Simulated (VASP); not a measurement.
A run of VASP 6.6.1 is set up as follows.

File INCAR:

```
SYSTEM = NbTe
ALGO = Normal
EDIFF = 1E-7
ENCUT = 520
GGA = CA
ISIF = 2
ISMEAR = -1
LASPH = .TRUE.
LCHARG = .FALSE.
LDAU = .TRUE.
LDAUJ = 0 0
LDAUL = -1 2
LDAUPRINT = 1
LDAUTYPE = 2
LDAUU = 0 6
LMAXMIX = 4
LREAL = .FALSE.
LWAVE = .FALSE.
NBANDS = 16
NELM = 150
PREC = Accurate
SIGMA = 0.05
```

Contents of KPOINTS:

```
k-points
0
G
  8 8 7
  0 0 0
```

Contents of POSCAR:

```
NbTe
1.0
    3.7029743866      0.0000000000      0.0000000000
   -1.8514871933      3.2068698884      0.0000000000
    0.0000000000      0.0000000000      3.6942110000
Te Nb
1 1
Direct
    0.6666666667      0.3333333333      0.0000000000
    0.0000000000      0.0000000000      0.5000000000
```

Potentials or basis: VASP PAW LDA potentials, release 64 (Te, Nb_sv).

Run with:

```bash
$ cat potpaw_LDA.64/Te/POTCAR potpaw_LDA.64/Nb_sv/POTCAR > POTCAR
$ mpirun -np 1 vasp_std > vasp.out
```

**Question.** Estimate the pressure.

**Answer.** -2.4 GPa.

Eigenvalues of the final occupation matrices:
| site | spin | trace | eigenvalues |
| --- | --- | --- | --- |
| site 2 d | 1 | 1.07 | 0.17 0.22 0.22 0.23 0.23 |
| site 2 d | 2 | 1.07 | 0.17 0.22 0.22 0.23 0.23 |

Caveat: spin-orbit coupling is left out, which moves the levels of the heavy elements; U without spin polarisation on a metal has little footing; the U is typed as a test and isn't derived for this compound.
